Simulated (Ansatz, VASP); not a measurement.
**One calculation of Si3Ge, two programs**

```xyz
4
Lattice="3.6412 0.0000 0.0000 -1.8206 3.1533 0.0000 0.0000 0.0000 6.0261" Properties=species:S:1:pos:R:3 pbc="T T T"
Si    0.0000    0.0000    4.6291
Si    0.0000    2.1022    0.0000
Si    0.0000    0.0000    1.3970
Ge    1.8206    1.0511    3.0130
```

Alike in both runs: functional PBE; k mesh 12 × 12 × 8; occupations gaussian, width 0.1 eV; no spin polarisation.

Ansatz relaxed the structure, and its values are those at the end. VASP's run is a single point on that final structure, the one shown.

|  | VASP | Ansatz |
| --- | --- | --- |
| version | VASP 6.6.1 | Ansatz 0.2.0 |
| potentials or method | VASP PAW PBE potentials, release 64 (Si, Ge_d), cutoff 520 eV | scalar-relativistic, plane waves, PAW |
| valence electrons in the cell | 26 | 26 |

|  | VASP | Ansatz | Ansatz less VASP |
| --- | --- | --- | --- |
| gap on the k mesh at the Fermi level (eV) | none | none | - |
| pressure (GPa) | 0.0 | 0.0 | +0.04 |

A gap of «none» marks a metal or a gap that the smearing closes.
